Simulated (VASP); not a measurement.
# Al (Fmmm) in VASP: single point with PBEsol

Aim: the single point of Al with PBEsol.

All numbers are computed with VASP 6.6.1; they aren't measurements. Logs are shortened: lines on timing, memory, paths and dates and some standing lists are left out, and cuts for length are marked.

## Step 1: The cell of the first run

The structure is orthorhombic, space group Fmmm (No. 69). Conventional cell: a = 3.213 Å, b = 4.543 Å, c = 18.173 Å, α = 90.00°, β = 90.00°, γ = 90.00°. Within 3.0 Å of Al (site symmetry mm2) lie 7 Al at 2.27 to 2.78 Å. Al (site symmetry mm2) has 14 Al at 2.78 to 3.21 Å within 3.7 Å.

## Step 2: Single point, PBEsol (the part above a cut slid along it)

Input file INCAR:

```
  ALGO = Fast
  EDIFF = 1E-6
  ENCUT = 520
  GGA = PS
  ISIF = 2
  ISMEAR = 0
  ISYM = 0
  LASPH = T
  LCHARG = F
  LREAL = F
  LWAVE = F
  NBANDS = 14
  NELM = 60
  PREC = Accurate
  SIGMA = 0.15
```

Input file KPOINTS:

```
k-points
0
Gamma
  16 16 5
```

Input file POSCAR:

```
Al
1.0
   -1.6063180831      1.6063180831     -1.6063180831
   -1.6063180831     -1.6063180831      1.6063180831
   -1.6063180831      6.4252723326      6.4252723326
Al
4
Direct
   -0.4375000000     -0.4375000000      0.8750000000
    0.4375000000      0.4375000000      0.1250000000
   -0.1875000000     -0.1875000000      0.3750000000
    0.1875000000      0.1875000000      0.6250000000
```

Potentials or basis: VASP PAW PBE potentials, release 64 (Al).

The run is started by

```
$ cat potpaw_PBE.64/Al/POTCAR > POTCAR
$ mpirun -np 1 vasp_std > vasp.out
```

OUTCAR:

```text
EDIFF = 1E-6
   ENCUT = 520
   GGA = PS
   ISIF = 2
   ISMEAR = 0
   ISYM = 0
   LASPH = T
   LREAL = F
   NELM = 60
   PREC = Accurate

 ion  position               nearest neighbor table
   1  0.562  0.562  0.875-   2 2.27   4 2.78   4 2.78   4 3.21   4 3.21
   2  0.438  0.438  0.125-   1 2.27   3 2.78   3 2.78   3 3.21   3 3.21
   3  0.812  0.812  0.375-   2 2.78   4 2.78   2 2.78   4 2.78   2 3.21   4 3.21   4 3.21   2 3.21

   4  0.188  0.188  0.625-   1 2.78   3 2.78   3 2.78   1 2.78   3 3.21   1 3.21   1 3.21   3 3.21

IMPORTANT INFORMATION: All symmetrisations will be switched off!
NOSYMM: (Re-)initialisation of all symmetry stuff for point group C_1.

----------------------------------------------------------------------------------------

                                     Primitive cell

  volume of cell :      66.3154

  direct lattice vectors                    reciprocal lattice vectors
    -1.606318083  1.606318083 -1.606318083    -0.311270853  0.116726570 -0.194544283
    -1.606318083 -1.606318083  1.606318083    -0.311270853 -0.194544283  0.116726570
    -1.606318083  6.425272333  6.425272333     0.000000000  0.077817713  0.077817713

  length of vectors
     2.782224533  2.782224533  9.227594859     0.385178029  0.385178029  0.110050865

  position of ions in fractional coordinates (direct lattice)
     0.562500000  0.562500000  0.875000000
     0.437500000  0.437500000  0.125000000
     0.812500000  0.812500000  0.375000000
     0.187500000  0.187500000  0.625000000

  ion indices of the primitive-cell ions
   primitive index   ion index
                 1           1
                 2           2
                 3           3
                 4           4

----------------------------------------------------------------------------------------

 KPOINTS: k-points

Automatic generation of k-mesh.
 Grid dimensions read from file:
 generate k-points for:   16   16    5

 Generating k-lattice:

  Cartesian coordinates                     Fractional coordinates (reciprocal lattice)
    -0.019454428  0.007295411 -0.012159018     0.062500000  0.000000000 -0.000000000
    -0.019454428 -0.012159018  0.007295411     0.000000000  0.062500000 -0.000000000
     0.000000000  0.015563543  0.015563543     0.000000000  0.000000000  0.200000000

  Length of vectors
     0.024073627  0.024073627  0.022010173

  Shift w.r.t. Gamma in fractional coordinates (k-lattice)
     0.000000000  0.000000000  0.000000000

 -----------------------------------------------------------------------------
|                                                                             |
[... 87 lines left out ...]
   IALGO  =     68    algorithm
   IMIX   =      4    mixing-type and parameters
     AMIX     =   0.40;   BMIX     =  1.00
     AMIX_MAG =   1.60;   BMIX_MAG =  1.00
  volume/ion in A,a.u.               =      16.58       111.88
  Fermi-wavevector in a.u.,A,eV,Ry     =   0.925970  1.749830 11.665920  0.857421
  Thomas-Fermi vector in A             =   2.051882
   LORBIT       =      0    0 simple, 1 ext, 2 COOP (PROOUT), +10 PAW based schemes
   GGA     = PS    functional components
   LHFCALC =     F    Hartree Fock is set to
   AEXX    =    0.0000 exact exchange contribution
   IVDW    =     0    specifies the selected vdW correction
   LEPSILON=     F    determine dielectric tensor
   LRPA    =     F    only Hartree local field effects (RPA)
 non-spin polarized calculation
 RMM-DIIS sequential band-by-band and
 Gauss-broadening in eV      SIGMA  =   0.15
  energy-cutoff  :      520.00
  volume of cell :       66.32
 maximum number of plane-waves:      1806
 NGX is ok and might be reduce to    24
   NGX = 11   NGY = 11   NGZ = 35

 number of electron      12.0000000 magnetization

 Free energy of the ion-electron system (eV)
  ---------------------------------------------------
  ext. energy  EPLUGINS =         0.00000000
  ---------------------------------------------------
  free energy    TOTEN  =       -15.35174670 eV

  energy without entropy =      -15.33196345  energy(sigma->0) =      -15.34185508

 E-fermi :   7.8281     XC(G=0): -10.2264

 val. band max:        7.8260766503   @ k =  -0.1875   0.0625   0.4000
 cond. band min:       7.8316404226   @ k =   0.2500   0.3750   0.4000
 fundamental gap:      0.0055637723
 Fermi energy:         7.8281043325

 k-point     1 :       0.0000    0.0000    0.0000
  band No.  band energies     occupation
      1      -3.2159      2.00000
      2      -1.4511      2.00000
      3      -1.4175      2.00000
      4       3.5052      2.00000
      5       4.0531      2.00000
      6      11.7839      0.00000
      7      12.2031      0.00000
      8      16.3099      0.00000
      9      16.4274      0.00000
     10      16.5077      0.00000
     11      16.5971      0.00000
     12      17.9409      0.00000
     13      18.1563      0.00000
     14      19.1748      0.00000
[... 377 lines left out ...]
      1      -2.9068      2.00000
      2      -1.2405      2.00000
      3      -1.0179      2.00000
      4       3.7176      2.00000
      5       4.4264      2.00000
      6      11.7929      0.00000
      7      12.5605      0.00000
      8      13.4550      0.00000
      9      13.6900      0.00000
     10      16.4609      0.00000
     11      16.7446      0.00000
     12      17.2187      0.00000
     13      17.3673      0.00000
     14      18.3235      0.00000

 [... further k-points ...]

------------------------ aborting loop because EDIFF is reached ----------------------------------------

  FORCE on cell =-STRESS in cart. coord.  units (eV):
  Direction    XX          YY          ZZ          XY          YZ          ZX
  --------------------------------------------------------------------------------------
  -------------------------------------------------------------------------------------
  Total       -0.1182300      3.0618239      3.0618237      0.0298900      2.6935677      0.0298898
  in kB       -2.8564305     73.9734996     73.9734951      0.7221418     65.0764501      0.7221370
  external PRESSURE =      48.3635214 kB  Pullay stress =       0.0000000 kB

 VOLUME and BASIS-vectors are now :
 -----------------------------------------------------------------------------
  energy-cutoff  :      520.00
  volume of cell :       66.32
      direct lattice vectors                 reciprocal lattice vectors
    -1.606318083  1.606318083 -1.606318083    -0.311270853  0.116726570 -0.194544283
    -1.606318083 -1.606318083  1.606318083    -0.311270853 -0.194544283  0.116726570
    -1.606318083  6.425272333  6.425272333     0.000000000  0.077817713  0.077817713

 POSITION                                       TOTAL-FORCE (eV/Angst)
 -----------------------------------------------------------------------------------
     -3.21264      5.62211      5.62211        -0.003520     -1.970672     -1.970672
     -1.60632      0.80316      0.80316         0.003520      1.970672      1.970672
     -3.21264      2.40948      2.40948        -0.000533     -0.064259     -0.064259
     -1.60632      4.01580      4.01580         0.000533      0.064259      0.064259
 -----------------------------------------------------------------------------------
    total drift:                                0.000000      0.000000     -0.000000

  FREE ENERGIE OF THE ION-ELECTRON SYSTEM (eV)
  ---------------------------------------------------
  free  energy   TOTEN  =       -15.3517466969 eV

  energy  without entropy=      -15.3319634537  energy(sigma->0) =      -15.34185508
```

OSZICAR:

```text
N       E                     dE             d eps       ncg     rms          rms(c)
DAV:   1     0.564735770379E+01    0.56474E+01   -0.43041E+03 17976   0.683E+02
DAV:   2    -0.148204846070E+02   -0.20468E+02   -0.18917E+02 23334   0.871E+01
DAV:   3    -0.154850932887E+02   -0.66461E+00   -0.65584E+00 23368   0.130E+01
DAV:   4    -0.154899305498E+02   -0.48373E-02   -0.48356E-02 21728   0.136E+00
DAV:   5    -0.154899857200E+02   -0.55170E-04   -0.55169E-04 23464   0.151E-01    0.290E+00
RMM:   6    -0.153993400950E+02    0.90646E-01   -0.20838E-02 18710   0.544E-01    0.163E+00
RMM:   7    -0.153626448337E+02    0.36695E-01   -0.10959E-02 18595   0.463E-01    0.645E-01
RMM:   8    -0.153522494227E+02    0.10395E-01   -0.43099E-03 19844   0.320E-01    0.157E-01
RMM:   9    -0.153518081135E+02    0.44131E-03   -0.60010E-04 20370   0.150E-01    0.985E-02
RMM:  10    -0.153517487051E+02    0.59408E-04   -0.17151E-04 20835   0.772E-02    0.145E-02
RMM:  11    -0.153517468098E+02    0.18953E-05   -0.44800E-05 20943   0.463E-02    0.259E-02
RMM:  12    -0.153517474709E+02   -0.66110E-06   -0.11778E-05 21179   0.222E-02    0.119E-02
RMM:  13    -0.153517466969E+02    0.77395E-06   -0.29272E-06 17643   0.118E-02
   1 F= -.15351747E+02 E0= -.15341855E+02  d E =-.197832E-01
```

Wall time 4.7 min (1 thread of Intel Xeon Platinum 8488C (Sapphire Rapids), shared host); peak memory 0.53 GiB.

What came out:

* Free energy: -15.3517 eV
* Pressure: 4.8 GPa
* Largest force: 2.787 eV/Å
* Band gap on the k mesh: zero (bands 6 and 7 overlap by 6.64 eV)

Forces on the atoms (eV/Å):
```
Al  -0.004 -1.971 -1.971
Al   0.004  1.971  1.971
Al  -0.001 -0.064 -0.064
Al   0.001  0.064  0.064
```

Caveat: the cell differs from its parent crystal (the part above a cut slid along it); the stress differs along the axes, from -0 to 7 GPa; the PAW data sets were made with another functional, which shifts forces and pressure a little.
